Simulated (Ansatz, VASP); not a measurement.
Two plane-wave programs on CsCl

File INCAR:

```
ALGO = Normal ; EDIFF = 1E-6
ENCUT = 500 ; GGA = PE
GGA_COMPAT = F ; ISIF = 2
ISMEAR = -1 ; LASPH = T
LCHARG = T ; LELF = T
LREAL = F ; LVHAR = T
LWAVE = F ; NBANDS = 15
NELM = 120 ; PREC = Accurate
SIGMA = 0.02
```

File KPOINTS:

```
k-points
0
Gamma
  6 6 6
```

File POSCAR:

```
CsCl
1.0
    4.1368327747      0.0000000000      0.0000000000
    0.0000000000      4.1368327747      0.0000000000
    0.0000000000      0.0000000000      4.1368327747
Cs Cl
1 1
Direct
    0.0000000000      0.0000000000      0.0000000000
    0.5000000000      0.5000000000      0.5000000000
```

Input for Ansatz:

```yaml
crystal:
  lattice:
    - [4.1368327747, 0.0, 0.0]
    - [0.0, 4.1368327747, 0.0]
    - [0.0, 0.0, 4.1368327747]
  atoms:
    - { symbol: Cs, position: [0.0, 0.0, 0.0] }
    - { symbol: Cl, position: [0.5, 0.5, 0.5] }
kpoints:
  mp_grid: { grid: [6, 6, 6] }
  band_path:
    path:
      - [[0.0, 0.0, 0.0], [-7.126193259774e-52, 0.5, -7.759277242851e-36], [0.5, 0.5, -2.482968717712e-34], [0.0, 0.0, 0.0], [0.5, 0.5, 0.5], [-7.126193259774e-52, 0.5, -7.759277242851e-36]]
      - [[0.5, 0.5, 0.5], [0.5, 0.5, -2.482968717712e-34]]
    npoints: 10
hamiltonian:
  xc: pbe
scf:
  occupations: { method: fermi_dirac, width: 0.02 }
  n_extra_bands: 4
output:
  forces: true
  stress: true
  eigenvalues: true
```

Alike in both runs: task single point; functional PBE; k mesh 6 × 6 × 6; occupations fermi-dirac, width 0.02 eV; no spin polarisation.

```csv
,VASP,Ansatz
version,VASP 6.6.1,Ansatz 0.2.0
potentials or method,"VASP PAW PBE potentials, release 64 (Cs_sv, Cl)","plane waves, PAW"
plane-wave cutoff (eV),500,420
valence electrons in the cell,16,16
```

```tsv
	VASP	Ansatz	Ansatz less VASP
gap on the k mesh at the Fermi level (eV)	5.21	5.23	+0.011
pressure (GPa)	0.8	0.8	-0.02
```

Neither program's run includes spin-orbit coupling.
